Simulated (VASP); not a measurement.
# Si (I4_1/amd) in VASP: single point with HSE06

Aim: the single point of Si with HSE06.

All numbers are computed with VASP 6.6.1; they aren't measurements. Logs are shortened: lines on timing, memory, paths and dates and some standing lists are left out, and cuts for length are marked.

### 1 The cell of the first run

Symmetry: I4_1/amd, No. 141, tetragonal system. Conventional cell: a = 3.850 Å, b = 3.850 Å, c = 5.226 Å, α = 90.00°, β = 90.00°, γ = 90.00°. Si (site symmetry -4m2) has 4 Si at 2.33 Å within 3.1 Å.

### 2 Single point, HSE06 (uniaxial z strain -4.0%)

POSCAR

```
Si
1.0
    0.0000000000      2.7221188956      2.6132341398
    2.7221188956      0.0000000000      2.6132341398
    2.7221188956      2.7221188956      0.0000000000
Si
2
Direct
    0.0000000000      0.0000000000      0.0000000000
    0.2500000000      0.2500000000      0.2500000000
```

INCAR.step1

```
ALGO = Normal
EDIFF = 1E-5
ENCUT = 520
GGA = PE
ISIF = 2
ISMEAR = -1
LASPH = True
LCHARG = False
LREAL = False
LWAVE = True
NBANDS = 11
NELM = 80
PREC = Accurate
SIGMA = 0.02
```

INCAR.step2

```
ALGO = Normal
EDIFF = 1E-6
ENCUT = 520
GGA = PE
HFSCREEN = 0.2079
ISIF = 2
ISMEAR = -1
ISTART = 1
LASPH = True
LCHARG = False
LHFCALC = True
LREAL = False
LWAVE = False
NBANDS = 11
NELM = 80
PREC = Accurate
PRECFOCK = Normal
SIGMA = 0.02
```

KPOINTS

```
k-points
0
Gamma
  6 6 6
```

Potentials or basis: VASP PAW PBE potentials, release 64 (Si).

Launch:

```sh
> cat potpaw_PBE.64/Si/POTCAR > POTCAR
> cp INCAR.step1 INCAR
> mpirun -np 1 vasp_std > vasp.out
> cp INCAR.step2 INCAR
> mpirun -np 1 vasp_std > vasp.out
```

OUTCAR:

```text
EDIFF = 1E-6
   ENCUT = 520
   GGA = PE
   HFSCREEN = 0.2079
   ISIF = 2
   ISMEAR = -1
   ISTART = 1
   LASPH = True
   LHFCALC = True
   LREAL = False
   NELM = 80
   PREC = Accurate
   PRECFOCK = Normal

 ion  position               nearest neighbor table
   1  0.000  0.000  0.000-   2 2.33   2 2.33   2 2.33   2 2.33
   2  0.250  0.250  0.250-   1 2.33   1 2.33   1 2.33   1 2.33

  LATTYP: Found a body centered tetragonal cell.
 ALAT       =     3.8496574605
 C/A-ratio  =     1.3576450199

  Lattice vectors:

 A1 = (   0.0000000000,  -2.7221188956,  -2.6132341398)
 A2 = (   0.0000000000,   2.7221188956,  -2.6132341398)
 A3 = (   2.7221188956,   0.0000000000,   2.6132341398)

Analysis of symmetry for initial positions (statically):
=====================================================================
 Subroutine PRICEL returns:
 Original cell was already a primitive cell.

 Routine SETGRP: Setting up the symmetry group for a
 body centered tetragonal supercell.

 Subroutine GETGRP returns: Found 16 space group operations
 (whereof  8 operations were pure point group operations)
 out of a pool of 16 trial point group operations.

The static configuration has the point symmetry D_2d.
 The point group associated with its full space group is D_4h.

Analysis of symmetry for dynamics (positions and initial velocities):
=====================================================================
 Subroutine PRICEL returns:
 Original cell was already a primitive cell.

 Routine SETGRP: Setting up the symmetry group for a
 body centered tetragonal supercell.

 Subroutine GETGRP returns: Found 16 space group operations
 (whereof  8 operations were pure point group operations)
 out of a pool of 16 trial point group operations.

The dynamic configuration has the point symmetry D_2d.
 The point group associated with its full space group is D_4h.

 Subroutine INISYM returns: Found 16 space group operations
 (whereof  8 operations are pure point group operations),
 and found     1 'primitive' translations

----------------------------------------------------------------------------------------

                                     Primitive cell

  volume of cell :      38.7278

  direct lattice vectors                    reciprocal lattice vectors
     0.000000000  2.722118896  2.613234140    -0.183680441  0.183680441  0.191333793
     2.722118896  0.000000000  2.613234140     0.183680441 -0.183680441  0.191333793
     2.722118896  2.722118896  0.000000000     0.183680441  0.183680441 -0.191333793

  length of vectors
     3.773449874  3.773449874  3.849657461     0.322623045  0.322623045  0.322623045

  position of ions in fractional coordinates (direct lattice)
     0.000000000  0.000000000  0.000000000
     0.250000000  0.250000000  0.250000000

  ion indices of the primitive-cell ions
   primitive index   ion index
                 1           1
                 2           2

----------------------------------------------------------------------------------------

 KPOINTS: k-points

Automatic generation of k-mesh.
 Grid dimensions read from file:
 generate k-points for:    6    6    6

 Generating k-lattice:

  Cartesian coordinates                     Fractional coordinates (reciprocal lattice)
    -0.030613407  0.030613407  0.031888966     0.166666667  0.000000000  0.000000000
     0.030613407 -0.030613407  0.031888966     0.000000000  0.166666667  0.000000000
     0.030613407  0.030613407 -0.031888966     0.000000000  0.000000000  0.166666667

  Length of vectors
     0.053770508  0.053770508  0.053770508

  Shift w.r.t. Gamma in fractional coordinates (k-lattice)
     0.000000000  0.000000000  0.000000000

 Subroutine IBZKPT returns following result:
 ===========================================

 Found     30 irreducible k-points:

 Following reciprocal coordinates:
            Coordinates               Weight
  0.000000  0.000000  0.000000      1.000000
  0.166667  0.000000  0.000000      8.000000
  0.333333  0.000000  0.000000      8.000000
  0.500000  0.000000  0.000000      4.000000
  0.166667  0.166667  0.000000      2.000000
  0.333333  0.166667  0.000000      8.000000
[... 16 lines left out ...]
  0.333333  0.000000  0.333333      4.000000
  0.500000 -0.000000  0.333333     16.000000
 [... further k-points ...]
   k-points           NKPTS =     30   k-points in BZ     NKDIM =    216   number of bands    NBANDS=     11
   number of dos      NEDOS =    301   number of ions     NIONS =      2
   total plane-waves  NPLWV =  23520
   dimension x,y,z NGX =    28 NGY =   28 NGZ =   30
   dimension x,y,z NGXF=    56 NGYF=   56 NGZF=   60
   ions per type =               2
   NGX,Y,Z   is equivalent  to a cutoff of  12.34, 12.34, 12.96 a.u.
   NGXF,Y,Z  is equivalent  to a cutoff of  24.67, 24.67, 25.91 a.u.
 SYSTEM =  unknown system
   PREC   = accura    normal or accurate (medium, high low for compatibility)
   ISTART =      1    job   : 0-new  1-cont  2-samecut
   ICHARG =      0    charge: 1-file 2-atom 10-const
   ISPIN  =      1    spin polarized calculation?
   LNONCOLLINEAR =      F non collinear calculations
   LSORBIT =      F    spin-orbit coupling
   LASPH  =      T    aspherical Exc in radial PAW
   ENCUT  =  520.0 eV  38.22 Ry    6.18 a.u.   7.02  7.02  7.16*2*pi/ulx,y,z
   NELM   =     80;   NELMIN=  2; NELMDL=  0     # of ELM steps
   EDIFF  = 0.1E-05   stopping-criterion for ELM
   LREAL  =      F    real-space projection
   EDIFFG = 0.1E-04   stopping-criterion for IOM
   NSW    =      0    number of steps for IOM
   IBRION =     -1    ionic relax: 0-MD 1-quasi-New 2-CG
   NFREE  =      0    steps in history (QN), initial steepest desc. (CG)
   ISIF   =      2    stress and relaxation
   ISYM   =      3    0-nonsym 1-usesym 2-fastsym
   POTIM  = 0.5000    time-step for ionic-motion
   TEBEG  =    0.0;   TEEND  =   0.0 temperature during run
   PSTRESS=    0.0 pullay stress
   NELECT =       8.0000    total number of electrons
   NUPDOWN=      -1.0000    fix difference up-down
   EMIN   =  10.00;   EMAX   =-10.00  energy-range for DOS
   EFERMI =   0.00;   METHOD = LEGACY
   ISMEAR =    -1;   SIGMA  =   0.02  broadening in eV -4-tet -1-fermi 0-gaus
   EFERMI_NEDOS =   21; number of points for ismear=-14 and -15
   IALGO  =     38    algorithm
   IMIX   =      1    mixing-type and parameters
     AMIX     =   0.40;   BMIX     =  1.00
     AMIX_MAG =   1.60;   BMIX_MAG =  1.00
  volume/ion in A,a.u.               =      19.36       130.67
  Fermi-wavevector in a.u.,A,eV,Ry     =   0.967752  1.828786 12.742449  0.936544
  Thomas-Fermi vector in A             =   2.097664
   LORBIT       =      0    0 simple, 1 ext, 2 COOP (PROOUT), +10 PAW based schemes
   GGA     = PE    functional components
   LHFCALC =     T    Hartree Fock is set to
   PRECFOCK=normal    Normal, Fast or Accurate (Low or Medium for compatibility)
   ENCUT4O =  -1.0   cutoff for four orbital integrals eV
   NKREDX  =     1    reduce k-point grid by
   NKREDY  =     1    reduce k-point grid by
   NKREDZ  =     1    reduce k-point grid by
   AEXX    =    0.2500 exact exchange contribution
   HFSCREEN=    0.2079 screening length (either q_TF or 0.3 A-1)
   HFSCREENC=   0.2079 screening length for correlation (either q_TF or 0.3 A-1)
   ENCUTFOCK=  -1.0 apply spherical cutoff to Coloumb kernel
   IVDW    =     0    specifies the selected vdW correction
   LEPSILON=     F    determine dielectric tensor
   LRPA    =     F    only Hartree local field effects (RPA)
 non-spin polarized calculation
  energy-cutoff  :      520.00
  volume of cell :       38.73
 maximum number of plane-waves:      1062
  NGX = 24; NGY = 24; NGZ = 24

 number of electron       8.0000000 magnetization

 Free energy of the ion-electron system (eV)
  ---------------------------------------------------
  ext. energy  EPLUGINS =         0.00000000
  ---------------------------------------------------
  free energy    TOTEN  =       -12.50321013 eV

  energy without entropy =      -12.50321013  energy(sigma->0) =      -12.50321013

 E-fermi :   6.3980     XC(G=0):  -7.9512

 val. band max:        6.0175557445   @ k =   0.0000   0.0000   0.0000
 cond. band min:       6.8162278157   @ k =   0.5000   0.5000   0.0000
 fundamental gap:      0.7986720712
 Fermi energy:         6.3979668495

 k-point     1 :       0.0000    0.0000    0.0000
  band No.  band energies     occupation
      1      -7.7200      2.00000
      2       5.7229      2.00000
      3       5.7229      2.00000
      4       6.0176      2.00000
      5       9.0736      0.00000
      6       9.2204      0.00000
      7       9.2204      0.00000
      8      10.5416      0.00000
      9      14.2328      0.00000
     10      14.7652      0.00000
     11      15.0046      0.00000

 k-point     2 :       0.1667    0.0000    0.0000
  band No.  band energies     occupation
      1      -7.3077      2.00000
      2       3.2297      2.00000
      3       5.1994      2.00000
      4       5.4684      2.00000
      5       9.0058      0.00000
      6       9.8840      0.00000
      7       9.8862      0.00000
      8      12.5860      0.00000
      9      13.6680      0.00000
     10      14.1388      0.00000
     11      16.0150      0.00000

 k-point     3 :       0.3333    0.0000    0.0000
  band No.  band energies     occupation
      1      -6.1428      2.00000
      2      -0.1611      2.00000
      3       4.5205      2.00000
      4       4.8934      2.00000
      5       8.3777      0.00000
      6      10.0025      0.00000
      7      10.3511      0.00000
      8      14.7914      0.00000
      9      14.8384      0.00000
     10      15.0239      0.00000
     11      16.3559      0.00000
[... 267 lines left out ...]
 k-point    23 :       0.3333    0.0000    0.3333
  band No.  band energies     occupation
      1      -5.5903      2.00000
      2       0.1632      2.00000
      3       3.1722      2.00000
      4       3.2287      2.00000
      5       7.2157      0.00000
      6       8.4688      0.00000
      7      13.9536      0.00000
      8      14.7377      0.00000
      9      16.7235      0.00000
     10      17.5793      0.00000
     11      20.1762      0.00000

 k-point    24 :       0.5000   -0.0000    0.3333
  band No.  band energies     occupation
      1      -4.2604      2.00000
      2      -1.5905      2.00000
      3       1.7593      2.00000
      4       3.0510      2.00000
      5       7.5579      0.00000
      6       9.3970      0.00000
      7      14.1167      0.00000
      8      15.0243      0.00000
      9      17.4389      0.00000
     10      18.4301      0.00000
     11      19.4392      0.00000

 [... further k-points ...]

------------------------ aborting loop because EDIFF is reached ----------------------------------------

  FORCE on cell =-STRESS in cart. coord.  units (eV):
  Direction    XX          YY          ZZ          XY          YZ          ZX
  --------------------------------------------------------------------------------------
  -------------------------------------------------------------------------------------
  Total        0.5697170      0.5697170      1.5513718      0.0000000      0.0000000      0.0000000
  in kB       23.5693306     23.5693306     64.1806300      0.0000000      0.0000000      0.0000000
  external PRESSURE =      37.1064304 kB  Pullay stress =       0.0000000 kB

 VOLUME and BASIS-vectors are now :
 -----------------------------------------------------------------------------
  energy-cutoff  :      520.00
  volume of cell :       38.73
      direct lattice vectors                 reciprocal lattice vectors
     0.000000000  2.722118896  2.613234140    -0.183680441  0.183680441  0.191333793
     2.722118896  0.000000000  2.613234140     0.183680441 -0.183680441  0.191333793
     2.722118896  2.722118896  0.000000000     0.183680441  0.183680441 -0.191333793

 POSITION                                       TOTAL-FORCE (eV/Angst)
 -----------------------------------------------------------------------------------
      0.00000      0.00000      0.00000        -0.000000     -0.000000     -0.000000
      1.36106      1.36106      1.30662         0.000000      0.000000      0.000000
 -----------------------------------------------------------------------------------
    total drift:                               -0.000000     -0.000000      0.000000

  FREE ENERGIE OF THE ION-ELECTRON SYSTEM (eV)
  ---------------------------------------------------
  free  energy   TOTEN  =       -12.5032101303 eV

  energy  without entropy=      -12.5032101303  energy(sigma->0) =      -12.50321013
```

Run time: 7.2 min. Hardware: 1 thread of Intel Xeon 6975P-C (Granite Rapids), shared host; peak memory 0.27 GiB.

What came out:

* Free energy: -12.5032 eV
* Pressure: 3.7 GPa
* Band gap on the k mesh: 0.80 eV (least direct gap 3.06 eV)

Stress tensor (GPa, compression positive):
```
2.36 0.00 0.00
0.00 2.36 0.00
0.00 0.00 6.42
```

Caveat: the cell differs from its parent crystal (uniaxial z strain -4.0%); the cell stands under pressure; the PAW data sets were made with another functional, which shifts forces and pressure a little. A k mesh can miss the band edges.
